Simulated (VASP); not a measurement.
Set up this calculation in VASP 6.6.1, as the native input.

```
Task                   : single point
Functional             : PBE
Potentials or basis    : VASP PAW PBE potentials, release 64 (Zr_sv, Ti_sv, C)
Cutoff                 : 520 eV
k mesh                 : 6 × 6 × 2
Occupations            : gaussian, width 0.1 eV
Spin                   : no spin polarisation
Dipole correction      : no
Further INCAR settings : ALGO = Normal; EDIFF = 1e-07; NBANDS = 33
```

The structure of Zr2TiC3 lies in POSCAR:

```
Zr2TiC3
1.0
    3.2577583635      0.0000000027      0.0000000000
   -1.6288791841      2.8213015008      0.0000000000
    0.0000000000      0.0000000000      7.9133169139
Zr Ti C
2 1 3
Direct
    0.3333333333      0.6666666667      0.6736299770
    0.6666666667      0.3333333333      0.3263700230
    0.0000000000      0.0000000000      0.0000000000
    0.6666666667      0.3333333333      0.8471247330
    0.3333333333      0.6666666667      0.1528752670
    0.0000000000      0.0000000000      0.5000000000
```

One way to write it, as run:

INCAR

```
SYSTEM = Zr2TiC3
PREC     = Accurate       ! precision mode
ENCUT    = 520            ! plane-wave cutoff, eV
EDIFF    = 1E-7           ! SCF threshold, eV
ISMEAR   = 0              ! smearing method
SIGMA    = 0.1            ! smearing width, eV
LREAL    = .FALSE.        ! projectors in reciprocal space
LASPH    = .TRUE.         ! aspherical terms in the spheres
NELM     = 80             ! most SCF steps
ALGO     = Normal         ! electronic algorithm
ISIF     = 2              ! what is computed and relaxed
LWAVE    = .FALSE.        ! write WAVECAR
LCHARG   = .FALSE.        ! write CHGCAR
GGA      = PE             ! functional
NBANDS   = 33             ! bands
```

KPOINTS

```
Automatic mesh
0
G
  6 6 2
  0 0 0
```

Potentials or basis: VASP PAW PBE potentials, release 64 (Zr_sv, Ti_sv, C).

Run with:

```sh
$ cat potpaw_PBE.64/Zr_sv/POTCAR potpaw_PBE.64/Ti_sv/POTCAR potpaw_PBE.64/C/POTCAR > POTCAR
$ mpirun -np 1 vasp_std > vasp.out
```

Results of the run:

```
Pressure               : -0.1 GPa
Largest force          : 0.014 eV/Å
Band gap on the k mesh : zero (bands 24 and 25 overlap by 0.99 eV)
```

Caveat: the k points lie up to 0.40 Å⁻¹ apart, too coarse for converged energies and pressures of a metal.

Wall time 28 s on 1 thread of Intel(R) Xeon(R) 6975P-C (Granite Rapids) (shared host), peak memory 0.19 GiB.
